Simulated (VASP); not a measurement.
Here is a VASP 6.6.1 calculation.

The input INCAR:

```
AGGAC = 1.0
AGGAX = 1.0
ALDAC = 0.0
ALDAX = 1.0
ALGO = Normal
EDIFF = 1E-6
ENCUT = 520
GGA = B5
ISIF = 2
ISMEAR = -1
LASPH = True
LCHARG = True
LELF = True
LREAL = False
LVHAR = True
LWAVE = False
NBANDS = 10
NELM = 60
PREC = Accurate
SIGMA = 0.1
```

Contents of KPOINTS:

```
k-points
0
Gamma
  12 12 16
```

POSCAR

```
Be
1.0
    3.6147819873      0.0000000000      0.0000000000
   -1.8073909936      3.1304930302      0.0000000000
    0.0000000000      0.0000000000      2.2346683181
Be
3
Direct
    1.0000000000      0.0000000000      0.0000000000
    0.3333333333      0.6666666667      0.5000000000
    0.6666666667      0.3333333333      0.5000000000
```

Potentials or basis: VASP PAW PBE potentials, release 64 (Be).

Run with:

```console
$ cat potpaw_PBE.64/Be/POTCAR > POTCAR
$ mpirun -np 1 vasp_std > vasp.out
```

Task: What does it give for the band gap on the k mesh?

Result: Zero (bands 3 and 4 overlap by 4.34 eV).

Task: What does it give for the pressure?

Result: -4.0 GPa.

Stress tensor (GPa, compression positive):
```
-4.75  0.00  0.00
 0.00 -4.75  0.00
 0.00  0.00 -2.44
```

Caveat: the cell stands under tension; the PAW data sets were made with another functional, which shifts forces and pressure a little.
